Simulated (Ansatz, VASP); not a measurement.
# Two plane-wave programs on GdHAu2

File INCAR:

```
PREC     = Accurate       # precision mode
ENCUT    = 600            # plane-wave cutoff, eV
EDIFF    = 1E-7           # SCF threshold, eV
ISMEAR   = 0              # smearing method
SIGMA    = 0.1            # smearing width, eV
LREAL    = False          # projectors in reciprocal space
LASPH    = True           # aspherical terms in the spheres
NELM     = 150            # most SCF steps
ALGO     = Normal         # electronic algorithm
ISIF     = 3              # what is computed and relaxed
LWAVE    = False          # write WAVECAR
LCHARG   = False          # write CHGCAR
ISPIN    = 2              # spin polarisation
MAGMOM   = 7 0 0 0        # initial moments
LORBIT   = 11             # projections on sites
LMAXMIX  = 6              # l up to which the mixer works
GGA      = PE             # functional
IBRION   = 2              # ionic algorithm
NSW      = 90             # ionic steps
EDIFFG   = -0.04          # ionic threshold
```

Contents of KPOINTS:

```
regular mesh
0
Gamma
  4 4 4
```

The input POSCAR:

```
GdHAu2
1.0
    3.8714349200      0.0000000000      0.0000000000
    0.0000000000      3.8714349200      0.0000000000
    0.0000000000      0.0000000000      6.0528414200
Gd H Au
1 1 2
Direct
    0.0000000000      0.0000000000      0.0000000000
    0.5000000000      0.5000000000      0.5000000000
    0.5000000000      0.5000000000      0.8257348300
    0.5000000000      0.5000000000      0.1742651700
```

Input for Ansatz:

```yaml
crystal:
  lattice:
    - [3.87143492, 0.0, 0.0]
    - [0.0, 3.87143492, 0.0]
    - [0.0, 0.0, 6.05284142]
  atoms:
    - { symbol: Gd, position: [0.0, 0.0, 0.0], spin: 7.0 }
    - { symbol: H, position: [0.5, 0.5, 0.5] }
    - { symbol: Au, position: [0.5, 0.5, 0.82573483] }
    - { symbol: Au, position: [0.5, 0.5, 0.17426517] }
basis:
  ecutwfc: 420
kpoints:
  mp_grid: { grid: [4, 4, 4] }
hamiltonian:
  xc: pbe
scf:
  occupations: { method: gaussian, width: 0.1 }
  lower_state_search: "off"
output:
  forces: true
  stress: true
  eigenvalues: true
  populations: true
magnetization:
  spin_polarized: true
relax:
  adjacent_minimum: "off"
  f_tol: 0.04
  max_steps: 70
  cell: { stress_tol: 0.4 }
```

Alike in both runs: task relaxation of cell and atoms; functional PBE; k mesh 4 × 4 × 4; occupations gaussian, width 0.1 eV; collinear spin.

```csv
,VASP,Ansatz
version,VASP 6.6.1,Ansatz 0.2.0
potentials or method,"VASP PAW PBE potentials, release 64 (Gd, H, Au), cutoff 600 eV","scalar-relativistic, plane waves, PAW"
valence electrons in the cell,41,57
```

Ansatz gave:

```
gap on the k mesh at the Fermi level, each at its own relaxed structure (eV) : none
net moment per atom (μB)                                                     : 1.73
size of the moment on the site where the two differ most (μB)                : 6.87
relaxed volume (Å³/atom)                                                     : 22.86
relaxed cell length with the largest relative difference (Å)                 : 3.768
```

What did VASP give for the same quantities?

gap on the k mesh at the Fermi level, each at its own relaxed structure (eV): none; net moment per atom (μB): 1.74; size of the moment on the site where the two differ most (μB): 6.73; relaxed volume (Å³/atom): 22.74; relaxed cell length with the largest relative difference (Å): 3.751.

Site moments also hang on the region over which each program counts them. A gap of «none» marks a metal or a gap that the smearing closes. VASP's potentials hold 41 valence electrons a cell and Ansatz's 57, so a difference there can come from the potentials and not from the codes.

The k mesh is coarse, so the values compare programs but aren't converged. Neither program's run includes spin-orbit coupling.
